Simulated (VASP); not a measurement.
Input of a VASP 6.6.1 run:

INCAR

```
SYSTEM = BN
  PREC = Accurate
  ENCUT = 520
  EDIFF = 1E-7
  ISMEAR = 0
  SIGMA = 0.05
  LREAL = .FALSE.
  LASPH = .TRUE.
  NELM = 100
  ALGO = Normal
  ISIF = 2
  LWAVE = .FALSE.
  LCHARG = .FALSE.
  NBANDS = 16
```

Contents of KPOINTS:

```
regular mesh
0
G
  12 12 4
  0 0 0
```

File POSCAR:

```
BN
1.0
    2.5039917043      0.0000000000      0.0000000000
   -1.2519958522      2.1685204268      0.0000000000
    0.0000000000      0.0000000000      6.6612000000
B N
2 2
Direct
    0.3734221069      0.6960136857      0.2500000000
    0.6265778931      0.3039863143      0.7500000000
    0.2932830990      0.6373478603      0.7500000000
    0.7067169010      0.3626521397      0.2500000000
```

Potentials or basis: VASP PAW LDA potentials, release 64 (B, N).

Run with:

```sh
$ cat potpaw_LDA.64/B/POTCAR potpaw_LDA.64/N/POTCAR > POTCAR
$ mpirun -np 1 vasp_std > vasp.out
```

(1) What does it give for the band gap on the k mesh?

(2) Estimate the pressure.

(3) What does it give for the largest force?

Answers

(1) 3.81 eV, indirect (least direct gap 4.22 eV).

(2) -4.1 GPa.

(3) 0.012 eV/Å.

Caveat: the cell differs from its parent crystal (mode 4 (44.4 1/cm) frozen in, largest displacement +0.090 Å).
